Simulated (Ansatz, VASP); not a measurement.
## Two plane-wave programs on H

File INCAR:

```
ALGO     = Normal         # electronic algorithm
EDIFF    = 1E-7           # SCF threshold, eV
ENCUT    = 520            # plane-wave cutoff, eV
ISIF     = 2              # what is computed and relaxed
ISMEAR   = 0              # smearing method
LASPH    = T              # aspherical terms in the spheres
LCHARG   = F              # write CHGCAR
LREAL    = F              # projectors in reciprocal space
LWAVE    = F              # write WAVECAR
NBANDS   = 8              # bands
NELM     = 100            # most SCF steps
PREC     = Accurate       # precision mode
SIGMA    = 0.05           # smearing width, eV
```

The input KPOINTS:

```
k-points
0
Gamma
  10 10 10
```

POSCAR

```
H
1.0
   -1.7856974441      1.7856974441      1.8471039383
    1.7856974441     -1.7856974441      1.8471039383
    1.7856974441      1.7856974441     -1.8471039383
H
2
Direct
    0.9098622900      0.9098622900      0.0000000000
    0.0901377100      0.0901377100      0.0000000000
```

Input for Ansatz:

```yaml
crystal:
  lattice:
    - [-1.7856974441, 1.7856974441, 1.8471039383]
    - [1.7856974441, -1.7856974441, 1.8471039383]
    - [1.7856974441, 1.7856974441, -1.8471039383]
  atoms:
    - { symbol: H, position: [0.90986229, 0.90986229, 0.0] }
    - { symbol: H, position: [0.09013771, 0.09013771, 0.0] }
basis:
  ecutwfc: 420
kpoints:
  mp_grid: { grid: [10, 10, 10] }
hamiltonian:
  xc: lda
scf:
  occupations: { method: gaussian, width: 0.05 }
output:
  forces: true
  stress: true
  eigenvalues: true
```

Alike in both runs: task single point; functional LDA; k mesh 10 × 10 × 10; occupations gaussian, width 0.05 eV; no spin polarisation.

|  | VASP | Ansatz |
| --- | --- | --- |
| version | VASP 6.6.1 | Ansatz 0.2.0 |
| potentials or method | VASP PAW LDA potentials, release 64 (H), cutoff 520 eV | scalar-relativistic, plane waves, PAW |
| valence electrons in the cell | 2 | 2 |

VASP gave:

```
gap on the k mesh at the Fermi level (eV)                     : 9.07
least direct gap on the mesh (eV)                             : 9.84
pressure (GPa)                                                : 6.2
traceless stress, the component that is largest in VASP (GPa) : 14.00
rms of the force components (eV/Å)                            : 2.675
```

Q: Which values does Ansatz return?

A: gap on the k mesh at the Fermi level (eV): 9.07; least direct gap on the mesh (eV): 9.85; pressure (GPa): 6.3; traceless stress, the component that is largest in VASP (GPa): 13.95; rms of the force components (eV/Å): 2.660.

LDA's correlation is that of Perdew and Zunger in VASP and of Perdew and Wang (1992) in Ansatz. Atom by atom the forces differ by 0.015 eV/Å (rms over components).
